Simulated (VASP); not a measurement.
Runs of VASP 6.6.1 on RbCl. The structure is that of space group Fm-3m (No. 225), or close to it. The cells are those of the table. 

```csv
task,level,cell,cutoff (eV),smearing,share of exact exchange,screening parameter,gap on the mesh (eV),pressure (GPa)
relaxation of cell and atoms,HSE06,"relaxed from a = 4.675 Å, angles 60.0°, 2 atoms",500,fermi-dirac 0.02 eV,0.25,0.2079 1/Å,6.18,0.0
single point,HSE06,"a = 4.708 Å, angles 60.0°, 2 atoms",400,fermi-dirac 0.02 eV,0.25,0.2079 1/Å,6.18,0.0
single point,HF,"a = 4.675 Å, angles 60.0°, 2 atoms",400,gaussian 0.01 eV,1,-,13.11,1.9
single point,r2SCANh,"a = 4.675 Å, angles 60.0°, 2 atoms",440,gaussian 0.01 eV,0.1,-,(a),-0.1
```

Alike in all rows: potentials or basis VASP PAW PBE potentials, release 64 (Rb_sv, Cl); no spin polarisation; k mesh 4 × 4 × 4.

Problem. Fill in the values left out.

Solution. (a) 6.25.

Caveats: the PAW data sets were made with another functional, which shifts forces and pressure a little.

A k mesh can miss the band edges, and the runs leave out spin-orbit coupling on Rb.
